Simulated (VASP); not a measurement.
Write the native input for VASP 6.6.1 that does the following.

```yaml
Task: single point
Functional: LDA
Potentials_or_basis: VASP PAW LDA potentials, release 64 (Ta_pv, Bi_d)
Cutoff: 520 eV
k_mesh: 11 × 11 × 11
Occupations: fermi-dirac, width 0.05 eV
Spin: no spin polarisation
Dipole_correction: no
Further_INCAR_settings: ALGO = Normal; EDIFF = 1e-06; NBANDS = 20
```

The structure of TaBi (CsCl type) lies in POSCAR:

```
TaBi
1.0
    3.3466735035      0.0000000000      0.0000000000
    0.0000000000      3.3466735035      0.0000000000
    0.0000000000      0.0000000000      3.3466735035
Ta Bi
1 1
Direct
    0.0000000000      0.0000000000      0.0000000000
    0.5000000000      0.5000000000      0.5000000000
```

This cell differs from its parent crystal: volume scaled by 0.92.

These files were run (other wordings do the same):

INCAR

```
SYSTEM = TaBi
PREC = Accurate ; ENCUT = 520
EDIFF = 1E-6 ; ISMEAR = -1
SIGMA = 0.05 ; LREAL = .FALSE.
LASPH = .TRUE. ; NELM = 100
ALGO = Normal ; ISIF = 2
LWAVE = .FALSE. ; LCHARG = .TRUE.
LELF = .TRUE. ; LVHAR = .TRUE.
NBANDS = 20
```

KPOINTS

```
Automatic mesh
0
G
  11 11 11
  0 0 0
```

Potentials or basis: VASP PAW LDA potentials, release 64 (Ta_pv, Bi_d).

The run is started by

```sh
$ cat potpaw_LDA.64/Ta_pv/POTCAR potpaw_LDA.64/Bi_d/POTCAR > POTCAR
$ mpirun -np 1 vasp_std > vasp.out
```

Results of the run:

- Pressure: 15.3 GPa
- Band gap on the k mesh: zero (band 13 reaches 12.77 eV, above the bottom of band 14 at 10.19 eV)

Caveat: spin-orbit coupling is left out, which moves the levels of the heavy elements.

Wall time 21 s on 1 thread of Intel(R) Xeon(R) 6975P-C (Granite Rapids), on a shared host, peak memory 0.16 GiB.
